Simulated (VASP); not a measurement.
# Zn (P6_3/mmc) in VASP: further runs, part 2 of 3

VASP 6.6.1. Earlier steps stand in the parts before.

### Step 3. Single point, PBEsol (strain +0.015 along x and y, +0.015 along z)

INCAR

```
SYSTEM = Zn
  ALGO = Fast
  EDIFF = 1E-7
  ENCUT = 520
  GGA = PS
  ISIF = 2
  ISMEAR = 0
  LASPH = .True.
  LCHARG = .True.
  LELF = .True.
  LREAL = .False.
  LVHAR = .True.
  LWAVE = .False.
  NBANDS = 19
  NELM = 80
  PREC = Accurate
  SIGMA = 0.15
```

KPOINTS

```
k-points
0
Gamma
  24 24 10
  0 0 0
```

POSCAR

```
Zn
1.0
    2.7047700240      0.0000000000      0.0000000000
   -1.3523850120      2.3423995522      0.0000000000
    0.0000000000      0.0000000000      5.0209005000
Zn
2
Direct
    0.3333333333      0.6666666667      0.2500000000
    0.6666666667      0.3333333333      0.7500000000
```

Potentials or basis: VASP PAW PBE potentials, release 64 (Zn).

The run is started by

```console
> cat potpaw_PBE.64/Zn/POTCAR > POTCAR
> mpirun -np 1 vasp_std > vasp.out
```

OUTCAR:

```text
SYSTEM = Zn
   EDIFF = 1E-7
   ENCUT = 520
   GGA = PS
   ISIF = 2
   ISMEAR = 0
   LASPH = .True.
   LREAL = .False.
   NELM = 80
   PREC = Accurate

 ion  position               nearest neighbor table
   1  0.333  0.667  0.250-   2 2.96   2 2.96   2 2.96   2 2.96   2 2.96   2 2.96
   2  0.667  0.333  0.750-   1 2.96   1 2.96   1 2.96   1 2.96   1 2.96   1 2.96

  LATTYP: Found a hexagonal cell.
 ALAT       =     2.7047700240
 C/A-ratio  =     1.8563132745

  Lattice vectors:

 A1 = (   2.7047700240,   0.0000000000,   0.0000000000)
 A2 = (  -1.3523850120,   2.3423995522,   0.0000000000)
 A3 = (   0.0000000000,   0.0000000000,   5.0209005000)

Analysis of symmetry for initial positions (statically):
=====================================================================
 Subroutine PRICEL returns:
 Original cell was already a primitive cell.

 Routine SETGRP: Setting up the symmetry group for a
 hexagonal supercell.

 Subroutine GETGRP returns: Found 24 space group operations
 (whereof 12 operations were pure point group operations)
 out of a pool of 24 trial point group operations.

The static configuration has the point symmetry D_3d.
 The point group associated with its full space group is D_6h.

Analysis of symmetry for dynamics (positions and initial velocities):
=====================================================================
 Subroutine PRICEL returns:
 Original cell was already a primitive cell.

 Routine SETGRP: Setting up the symmetry group for a
 hexagonal supercell.

 Subroutine GETGRP returns: Found 24 space group operations
 (whereof 12 operations were pure point group operations)
 out of a pool of 24 trial point group operations.

The dynamic configuration has the point symmetry D_3d.
 The point group associated with its full space group is D_6h.

 Subroutine INISYM returns: Found 24 space group operations
 (whereof 12 operations are pure point group operations),
 and found     1 'primitive' translations

----------------------------------------------------------------------------------------

                                     Primitive cell

  volume of cell :      31.8107

  direct lattice vectors                    reciprocal lattice vectors
     2.704770024  0.000000000  0.000000000     0.369717200  0.213456325  0.000000000
    -1.352385012  2.342399552  0.000000000     0.000000000  0.426912650  0.000000000
     0.000000000  0.000000000  5.020900500     0.000000000  0.000000000  0.199167460

  length of vectors
     2.704770024  2.704770024  5.020900500     0.426912650  0.426912650  0.199167460

  position of ions in fractional coordinates (direct lattice)
     0.333333333  0.666666667  0.250000000
     0.666666667  0.333333333  0.750000000

  ion indices of the primitive-cell ions
   primitive index   ion index
                 1           1
                 2           2

----------------------------------------------------------------------------------------

 KPOINTS: k-points

Automatic generation of k-mesh.
 Grid dimensions read from file:
 generate k-points for:   24   24   10

 Generating k-lattice:

  Cartesian coordinates                     Fractional coordinates (reciprocal lattice)
     0.015404883  0.008894014  0.000000000     0.041666667 -0.000000000  0.000000000
     0.000000000  0.017788027  0.000000000     0.000000000  0.041666667  0.000000000
     0.000000000  0.000000000  0.019916746     0.000000000  0.000000000  0.100000000

  Length of vectors
     0.017788027  0.017788027  0.019916746

  Shift w.r.t. Gamma in fractional coordinates (k-lattice)
     0.000000000  0.000000000  0.000000000

 Subroutine IBZKPT returns following result:
 ===========================================

 Found    366 irreducible k-points:

 Following reciprocal coordinates:
            Coordinates               Weight
  0.000000  0.000000  0.000000      1.000000
  0.041667  0.000000  0.000000      6.000000
  0.083333  0.000000  0.000000      6.000000
  0.125000 -0.000000  0.000000      6.000000
  0.166667  0.000000  0.000000      6.000000
  0.208333  0.000000  0.000000      6.000000
[... 16 lines left out ...]
  0.416667  0.041667  0.000000     12.000000
  0.458333  0.041667  0.000000     12.000000
 [... further k-points ...]
   k-points           NKPTS =    366   k-points in BZ     NKDIM =    366   number of bands    NBANDS=     19
   number of dos      NEDOS =    301   number of ions     NIONS =      2
   total plane-waves  NPLWV =  16000
   dimension x,y,z NGX =    20 NGY =   20 NGZ =   40
   dimension x,y,z NGXF=    40 NGYF=   40 NGZF=   80
   ions per type =               2
   NGX,Y,Z   is equivalent  to a cutoff of  12.29, 12.29, 13.24 a.u.
   NGXF,Y,Z  is equivalent  to a cutoff of  24.59, 24.59, 26.49 a.u.
 SYSTEM =  Zn
   PREC   = accura    normal or accurate (medium, high low for compatibility)
   ISTART =      0    job   : 0-new  1-cont  2-samecut
   ICHARG =      2    charge: 1-file 2-atom 10-const
   ISPIN  =      1    spin polarized calculation?
   LNONCOLLINEAR =      F non collinear calculations
   LSORBIT =      F    spin-orbit coupling
   LASPH  =      T    aspherical Exc in radial PAW
   ENCUT  =  520.0 eV  38.22 Ry    6.18 a.u.   5.03  5.03  9.34*2*pi/ulx,y,z
   NELM   =     80;   NELMIN=  2; NELMDL= -5     # of ELM steps
   EDIFF  = 0.1E-06   stopping-criterion for ELM
   LREAL  =      F    real-space projection
   EDIFFG = 0.1E-05   stopping-criterion for IOM
   NSW    =      0    number of steps for IOM
   IBRION =     -1    ionic relax: 0-MD 1-quasi-New 2-CG
   NFREE  =      0    steps in history (QN), initial steepest desc. (CG)
   ISIF   =      2    stress and relaxation
   ISYM   =      2    0-nonsym 1-usesym 2-fastsym
   POTIM  = 0.5000    time-step for ionic-motion
   TEBEG  =    0.0;   TEEND  =   0.0 temperature during run
   PSTRESS=    0.0 pullay stress
   NELECT =      24.0000    total number of electrons
   NUPDOWN=      -1.0000    fix difference up-down
   EMIN   =  10.00;   EMAX   =-10.00  energy-range for DOS
   EFERMI =   0.00;   METHOD = LEGACY
   ISMEAR =     0;   SIGMA  =   0.15  broadening in eV -4-tet -1-fermi 0-gaus
   EFERMI_NEDOS =   21; number of points for ismear=-14 and -15
   IALGO  =     68    algorithm
   IMIX   =      4    mixing-type and parameters
     AMIX     =   0.40;   BMIX     =  1.00
     AMIX_MAG =   1.60;   BMIX_MAG =  1.00
  volume/ion in A,a.u.               =      15.91       107.33
  Fermi-wavevector in a.u.,A,eV,Ry     =   1.490348  2.816349 30.220393  2.221136
  Thomas-Fermi vector in A             =   2.603141
   LORBIT       =      0    0 simple, 1 ext, 2 COOP (PROOUT), +10 PAW based schemes
   GGA     = PS    functional components
   LHFCALC =     F    Hartree Fock is set to
   AEXX    =    0.0000 exact exchange contribution
   IVDW    =     0    specifies the selected vdW correction
   LEPSILON=     F    determine dielectric tensor
   LRPA    =     F    only Hartree local field effects (RPA)
 non-spin polarized calculation
 RMM-DIIS sequential band-by-band and
 Gauss-broadening in eV      SIGMA  =   0.15
  energy-cutoff  :      520.00
  volume of cell :       31.81
 maximum number of plane-waves:       879
 NGX is ok and might be reduce to    20
   NGX =  9   NGY =  9   NGZ = 19

 number of electron      23.9999994 magnetization

 Free energy of the ion-electron system (eV)
  ---------------------------------------------------
  ext. energy  EPLUGINS =         0.00000000
  ---------------------------------------------------
  free energy    TOTEN  =        -3.08555205 eV

  energy without entropy =       -3.08112924  energy(sigma->0) =       -3.08334064

 E-fermi :   2.6368     XC(G=0): -11.4676

 val. band max:        2.6363734356   @ k =   0.5000  -0.0000   0.5000
 cond. band min:       2.6477005243   @ k =   0.3333   0.3333   0.1000
 fundamental gap:      0.0113270887
 Fermi energy:         2.6368086239

 k-point     1 :       0.0000    0.0000    0.0000
  band No.  band energies     occupation
      1      -7.4359      2.00000
      2      -5.7581      2.00000
      3      -5.1199      2.00000
      4      -4.9078      2.00000
      5      -4.9078      2.00000
      6      -4.8620      2.00000
[... 11 lines left out ...]
     18      21.0880      0.00000
     19      21.1029      0.00000

 k-point     2 :       0.0417    0.0000    0.0000
  band No.  band energies     occupation
      1      -7.3859      2.00000
      2      -5.7369      2.00000
      3      -5.1149      2.00000
      4      -4.9126      2.00000
      5      -4.8965      2.00000
      6      -4.8673      2.00000
[... 476 lines left out ...]
 k-point    24 :       0.4583    0.0417    0.0000
  band No.  band energies     occupation
      1      -5.5687      2.00000
      2      -5.4821      2.00000
      3      -5.3469      2.00000
      4      -4.9103      2.00000
      5      -4.7780      2.00000
      6      -4.7614      2.00000
[... 11 lines left out ...]
     18      17.0280      0.00000
     19      17.1480      0.00000

 [... further k-points ...]
[... 5 lines left out ...]
  --------------------------------------------------------------------------------------
  -------------------------------------------------------------------------------------
  Total       -1.7473129     -1.7473129     -1.0149307     -0.0000000      0.0000000      0.0000000
  in kB      -88.0051983    -88.0051983    -51.1180206     -0.0000000      0.0000000      0.0000000
  external PRESSURE =     -75.7094724 kB  Pullay stress =       0.0000000 kB

 VOLUME and BASIS-vectors are now :
 -----------------------------------------------------------------------------
  energy-cutoff  :      520.00
  volume of cell :       31.81
      direct lattice vectors                 reciprocal lattice vectors
     2.704770024  0.000000000  0.000000000     0.369717200  0.213456325  0.000000000
    -1.352385012  2.342399552  0.000000000     0.000000000  0.426912650  0.000000000
     0.000000000  0.000000000  5.020900500     0.000000000  0.000000000  0.199167460

 POSITION                                       TOTAL-FORCE (eV/Angst)
 -----------------------------------------------------------------------------------
     -0.00000      1.56160      1.25523        -0.000000     -0.000000      0.000000
      1.35239      0.78080      3.76568         0.000000      0.000000      0.000000
 -----------------------------------------------------------------------------------
    total drift:                                0.000000     -0.000000      0.000000

  FREE ENERGIE OF THE ION-ELECTRON SYSTEM (eV)
  ---------------------------------------------------
  free  energy   TOTEN  =        -3.0855520526 eV

  energy  without entropy=       -3.0811292373  energy(sigma->0) =       -3.08334064
```

OSZICAR:

```text
N       E                     dE             d eps       ncg     rms          rms(c)
DAV:   1     0.112705371766E+03    0.11271E+03   -0.12336E+04 14268   0.196E+03
DAV:   2     0.186387928027E+01   -0.11084E+03   -0.10719E+03 13992   0.293E+02
DAV:   3    -0.331807445802E+01   -0.51820E+01   -0.51611E+01 15527   0.700E+01
DAV:   4    -0.334973035239E+01   -0.31656E-01   -0.31647E-01 15262   0.566E+00
DAV:   5    -0.334977290340E+01   -0.42551E-04   -0.42551E-04 15210   0.188E-01    0.374E+00
RMM:   6    -0.310268022063E+01    0.24709E+00   -0.97201E-01 15940   0.117E+01    0.289E+00
RMM:   7    -0.309215131602E+01    0.10529E-01   -0.28552E-02 16636   0.239E+00    0.146E+00
RMM:   8    -0.308567183020E+01    0.64795E-02   -0.54311E-03 15785   0.585E-01    0.131E-01
RMM:   9    -0.308557989349E+01    0.91937E-04   -0.18049E-03 16939   0.601E-01    0.887E-02
RMM:  10    -0.308555134704E+01    0.28546E-04   -0.14428E-04 16722   0.126E-01    0.521E-03
RMM:  11    -0.308555211892E+01   -0.77188E-06   -0.12819E-05 16515   0.362E-02    0.244E-03
RMM:  12    -0.308555200632E+01    0.11259E-06   -0.87120E-07 16878   0.108E-02    0.487E-03
RMM:  13    -0.308555205258E+01   -0.46253E-07   -0.32273E-07 13235   0.716E-03
   1 F= -.30855521E+01 E0= -.30833406E+01  d E =-.442282E-02
```

stdout:

```text
POSCAR found type information on POSCAR Zn
 POSCAR found :  1 types and       2 ions
 scaLAPACK will be used
 -----------------------------------------------------------------------------
|                                                                             |
|                                                                             |
|     You enforced a specific xc type in the INCAR file but a different       |
|     I HOPE YOU KNOW WHAT YOU ARE DOING!                                     |
|                                                                             |
 -----------------------------------------------------------------------------

 LDA part: xc-table for (Slater+PW92), standard interpolation
 POSCAR, INCAR and KPOINTS ok, starting setup
 FFT: planning ... GRIDC
 FFT: planning ... GRID_SOFT
 FFT: planning ... GRID
 WAVECAR not read
 entering main loop
WARNING in EDDRMM: call to ZHEGV failed, returncode =   6  3     18
WARNING in EDDRMM: call to ZHEGV failed, returncode =   8  4     18
WARNING in EDDRMM: call to ZHEGV failed, returncode =   6  3     19
WARNING in EDDRMM: call to ZHEGV failed, returncode =   8  4     19
WARNING in EDDRMM: call to ZHEGV failed, returncode =   6  3     17
WARNING in EDDRMM: call to ZHEGV failed, returncode =   8  4     16
WARNING in EDDRMM: call to ZHEGV failed, returncode =   6  3     17
WARNING in EDDRMM: call to ZHEGV failed, returncode =   8  4     18
```

Wall time 2.5 min (1 thread of Intel Xeon Platinum 8488C (Sapphire Rapids), shared host); peak memory 0.28 GiB.

What came out:

```yaml
Free_energy: -3.0856 eV
Pressure: -7.6 GPa
Band_gap_on_the_k_mesh: zero (bands 12 and 13 overlap by 4.47 eV)
```

Levels at points of the mesh, in eV from the Fermi level:
| k point | band 9 | band 10 | band 11 | band 12 | band 13 | band 14 | band 15 | band 16 |
| --- | --- | --- | --- | --- | --- | --- | --- | --- |
| (0.00, 0.00, 0.00) | -7.20 | -7.00 | -7.00 | -3.44 | -3.07 | 13.19 | 16.77 | 16.80 |
| (0.50, 0.00, 0.00) | -6.84 | -6.82 | -2.72 | -2.16 | 2.49 | 3.47 | 3.80 | 5.58 |
| (0.00, 0.00, 0.50) | -7.08 | -7.08 | -7.08 | -7.08 | 4.43 | 4.43 | 18.03 | 18.03 |
| (0.50, 0.00, 0.50) | -6.83 | -6.83 | -1.75 | -1.75 | 0.00 | 0.00 | 9.81 | 9.81 |

Caveat: the cell differs from its parent crystal (strain +0.015 along x and y, +0.015 along z); the cell stands under tension; the PAW data sets were made with another functional, which shifts forces and pressure a little.

(Continued in part 3 of 3.)

The gap in the log of VASP goes by the Fermi energy; the results here count the filled bands.